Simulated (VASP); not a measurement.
Input of a VASP 6.6.1 run:

The input INCAR:

```
SYSTEM = BN
PREC     = Accurate       ! precision mode
ENCUT    = 520            ! plane-wave cutoff, eV
EDIFF    = 1E-6           ! SCF threshold, eV
ISMEAR   = 0              ! smearing method
SIGMA    = 0.05           ! smearing width, eV
LREAL    = .FALSE.        ! projectors in reciprocal space
LASPH    = .TRUE.         ! aspherical terms in the spheres
NELM     = 60             ! most SCF steps
ALGO     = Normal         ! electronic algorithm
ISIF     = 2              ! what is computed and relaxed
LWAVE    = .FALSE.        ! write WAVECAR
LCHARG   = .FALSE.        ! write CHGCAR
GGA      = PS             ! functional
NBANDS   = 16             ! bands
```

KPOINTS

```
Automatic mesh
0
G
  12 12 4
  0 0 0
```

File POSCAR:

```
BN
1.0
    2.5013800956      0.0000000000      0.0000000000
   -1.2506900478      2.1662587073      0.0000000000
    0.0000000000      0.0000000000      7.5546681647
B N
2 2
Direct
    0.3333333333      0.6666666667      0.2500000000
    0.6666666667      0.3333333333      0.7500000000
    0.3333333333      0.6666666667      0.7500000000
    0.6666666667      0.3333333333      0.2500000000
```

Potentials or basis: VASP PAW PBE potentials, release 64 (B, N).

Run with:

```console
$ cat potpaw_PBE.64/B/POTCAR potpaw_PBE.64/N/POTCAR > POTCAR
$ mpirun -np 1 vasp_std > vasp.out
```

Question: Predict the pressure.

Answer: 0.9 GPa.

Question: Predict the band gap on the k mesh.

Answer: 4.39 eV, indirect (least direct gap 4.62 eV).

Stress tensor (GPa, compression positive):
```
 1.51  0.00  0.00
 0.00  1.51  0.00
 0.00  0.00 -0.44
```

Caveat: the PAW data sets were made with another functional, which shifts forces and pressure a little; this functional lacks dispersion, which binds the layers, so the pressure and a relaxed spacing across them are unreliable. A k mesh can miss the band edges.
